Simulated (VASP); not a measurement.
**Al2O3: single point with PBEsol**

The system is Al2O3.

```
CELL_PARAMETERS angstrom
2.38665 1.37793 4.33772
-2.38665 1.37793 4.33772
0.00000 -2.75587 4.33772
ATOMIC_POSITIONS crystal
Al 0.85972 0.85972 0.85972
Al 0.64028 0.64028 0.64028
Al 0.14028 0.14028 0.14028
Al 0.35972 0.35972 0.35972
O 0.05586 0.44414 0.75000
O 0.75000 0.05586 0.44414
O 0.44414 0.75000 0.05586
O 0.94414 0.55586 0.25000
O 0.25000 0.94414 0.55586
O 0.55586 0.25000 0.94414
```

This cell differs from its parent crystal: atoms shifted along a free coordinate, c/a of the conventional cell at fixed volume 2.7262.

- Program: VASP 6.6.1
- Task: single point
- Functional: PBEsol
- Potentials or basis: VASP PAW PBE potentials, release 64 (Al, O)
- Cutoff: 520 eV
- k mesh: 6 × 6 × 6
- Occupations: gaussian, width 0.05 eV
- Spin: no spin polarisation
- Dipole correction: no
- Further INCAR settings: ALGO = Normal; EDIFF = 1e-07; NBANDS = 35

```yaml
Pressure: 2.0 GPa
Largest_force: 1.505 eV/Å
Band_gap_on_the_k_mesh: 5.80 eV
```

Forces on the atoms (eV/Å):
```
Al   0.000  0.000 -1.505
Al   0.000  0.000  1.505
Al   0.000  0.000  1.505
Al   0.000  0.000 -1.505
O   -0.232  0.000  0.000
O    0.116 -0.201  0.000
O    0.116  0.201  0.000
O    0.232  0.000  0.000
O   -0.116  0.201  0.000
O   -0.116 -0.201  0.000
```

Stress tensor (GPa, compression positive):
```
 4.39  0.00  0.00
 0.00  4.39  0.00
 0.00  0.00 -2.74
```

Levels at points of the mesh, in eV from the valence-band top:
```
           k point  band 22  band 23  band 24  band 25  band 26  band 27
(0.00, 0.00, 0.00)    -0.11    -0.11     0.00     5.80     8.98    10.13
(0.50, 0.00, 0.00)    -1.05    -0.30    -0.30     8.92     8.92     9.30
(0.50, 0.50, 0.00)    -1.02    -0.69    -0.39     9.20     9.36     9.57
(0.50, 0.50, 0.50)    -0.49    -0.49    -0.49     8.31     8.31    10.20
```

Wall time 2.4 min on 1 thread of Intel Xeon 8259CL (shared host), peak memory 0.26 GiB.

Caveat: the PAW data sets were made with another functional, which shifts forces and pressure a little.
